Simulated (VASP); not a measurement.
Wanted: the native input for a VASP 6.6.1 run.

* Task: single point
* Functional: PBE
* Potentials or basis: VASP PAW PBE potentials, release 64 (Mg, F)
* Cutoff: 600 eV
* k mesh: 6 × 6 × 8
* Occupations: gaussian, width 0.02 eV
* Spin: no spin polarisation
* Dipole correction: no
* Further INCAR settings: ALGO = Normal; EDIFF = 1e-06; NBANDS = 25

The structure of MgF2 lies in POSCAR:

```
MgF2
1.0
    4.8385084800      0.0000000000      0.0000000000
    0.0000000000      4.8385084800      0.0000000000
    0.0000000000      0.0000000000      3.0373180512
Mg F
2 4
Direct
    0.5000000000      0.5000000000      0.5000000000
    0.0000000000      0.0000000000      0.0000000000
    0.6960669918      0.6960669918      0.0000000000
    0.8039330082      0.1960669918      0.5000000000
    0.3039330082      0.3039330082      0.0000000000
    0.1960669918      0.8039330082      0.5000000000
```

This cell differs from its parent crystal: biaxial strain in the a-b plane: +3.0 %.

One way to write it, as run:

INCAR

```
ALGO = Normal ; EDIFF = 1E-6
ENCUT = 600 ; GGA = PE
GGA_COMPAT = False ; ISIF = 2
ISMEAR = 0 ; LASPH = True
LCHARG = False ; LREAL = False
LWAVE = False ; NBANDS = 25
NELM = 120 ; PREC = Accurate
SIGMA = 0.02
```

KPOINTS

```
k-points
0
Gamma
  6 6 8
```

Potentials or basis: VASP PAW PBE potentials, release 64 (Mg, F).

Launch:

```sh
$ cat potpaw_PBE.64/Mg/POTCAR potpaw_PBE.64/F/POTCAR > POTCAR
$ mpirun -np 1 vasp_std > vasp.out
```

Results of the run:

```
Pressure               : -3.9 GPa
Largest force          : 0.045 eV/Å
Band gap on the k mesh : 6.59 eV, direct
```

Caveat: the cell differs from its parent crystal (biaxial strain in the a-b plane: +3.0 %).

It took 31 s on 1 thread of Intel(R) Xeon(R) 6975P-C (Granite Rapids) (shared host), peak memory 0.24 GiB.
